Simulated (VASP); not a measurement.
Here is a VASP 6.6.1 calculation.

The input INCAR:

```
ALGO     = Normal         # electronic algorithm
EDIFF    = 1E-6           # SCF threshold, eV
ENCUT    = 520            # plane-wave cutoff, eV
GGA      = PE             # functional
ISIF     = 2              # what is computed and relaxed
ISMEAR   = -1             # smearing method
LASPH    = T              # aspherical terms in the spheres
LCHARG   = F              # write CHGCAR
LREAL    = F              # projectors in reciprocal space
LWAVE    = F              # write WAVECAR
NBANDS   = 14             # bands
NELM     = 80             # most SCF steps
PREC     = Accurate       # precision mode
SIGMA    = 0.1            # smearing width, eV
```

Contents of KPOINTS:

```
k-points
0
Gamma
  8 8 8
```

File POSCAR:

```
Na
1.0
    0.0000000000      3.6272560227      3.6272560227
    3.6272560227      0.0000000000      3.6272560227
    3.6272560227      3.6272560227      0.0000000000
Na
2
Direct
    0.1250000000      0.1250000000      0.1250000000
    0.8750000000      0.8750000000      0.8750000000
```

Potentials or basis: VASP PAW PBE potentials, release 64 (Na_pv).

Launch:

```bash
$ cat potpaw_PBE.64/Na_pv/POTCAR > POTCAR
$ mpirun -np 1 vasp_std > vasp.out
```

(1) Predict the pressure.

(2) Predict the band gap on the k mesh.

## Answers

(1) 0.5 GPa.

(2) zero (band 7 reaches 0.23 eV, above the bottom of band 8 at -0.72 eV).
